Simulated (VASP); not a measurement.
# NaH: relaxation of cell and atoms with PBE+D3(BJ)

The system is NaH.

```
Na H
1.0
     0.00000    2.38642    2.38642
     2.38642    0.00000    2.38642
     2.38642    2.38642    0.00000
Na H
1 1
Direct
  0.00000 0.00000 0.00000
  0.50000 0.50000 0.50000
```

```json
{
 "Program": "VASP 6.6.1",
 "Task": "relaxation of cell and atoms",
 "Functional": "PBE",
 "Dispersion": "D3(BJ)",
 "Potentials or basis": "VASP PAW PBE potentials, release 64 (Na_pv, H)",
 "Cutoff": "500 eV",
 "k mesh": "8 × 8 × 8",
 "Occupations": "gaussian, width 0.02 eV",
 "Spin": "no spin polarisation",
 "Dipole correction": "no",
 "Further INCAR settings": "ALGO = Normal; EDIFF = 1e-07; IBRION = 2; EDIFFG = -0.02; NSW = 70; ISIF = 3"
}
```

- Relaxed volume: 13.16 Å³/atom
- Relaxed cell: a = 3.339 Å, b = 3.339 Å, c = 3.339 Å, α = 60.00°, β = 60.00°, γ = 60.00°
- Space group after relaxing (to 0.05 Å): Fm-3m (No. 225)
- Energy gained by relaxing: 1.4 meV/atom
- Ionic steps: 3
- Pressure after relaxing: -0.1 GPa
- Band gap on the k mesh: 3.88 eV, indirect (least direct gap 4.77 eV)
- Dispersion energy per atom: -0.154 eV

Step by step:
| step | energy change (eV) | largest force (eV/Å) | pressure (GPa) | volume (Å³) |
| --- | --- | --- | --- | --- |
| 1 | 0.0000 | 0.0000 | -0.92 | 27.18 |
| 2 | -0.0015 | 0.0000 | -0.65 | 26.88 |
| 3 | -0.0029 | 0.0000 | -0.11 | 26.31 |

Final structure:
```cif
data_structure
_symmetry_space_group_name_H-M 'P 1'
_symmetry_Int_Tables_number 1
_cell_length_a 3.3387
_cell_length_b 3.3387
_cell_length_c 3.3387
_cell_angle_alpha 60.000
_cell_angle_beta 60.000
_cell_angle_gamma 60.000
_cell_volume 26.31
loop_
_atom_site_label
_atom_site_type_symbol
_atom_site_fract_x
_atom_site_fract_y
_atom_site_fract_z
_atom_site_occupancy
Na1 Na 0.00000 0.00000 0.00000 1
H1 H 0.50000 0.50000 0.50000 1
```

Levels at points of the mesh, in eV from the valence-band top:
```csv
k point,band 1,band 2,band 3,band 4,band 5,band 6,band 7,band 8
"(0.00, 0.00, 0.00)",-21.98,-21.98,-21.98,-3.82,11.05,16.13,16.13,16.13
"(0.50, 0.00, 0.00)",-22.10,-22.00,-22.00,-0.89,3.88,11.27,13.82,13.82
"(0.50, 0.50, 0.00)",-22.09,-22.02,-22.02,-0.19,4.78,10.29,11.11,11.11
```

It took 33 s on 1 thread of Intel Xeon 8259CL (shared host), peak memory 0.16 GiB.

A k mesh can miss the band edges. A hybrid or GW would open this gap; PBE tends to underestimate it.
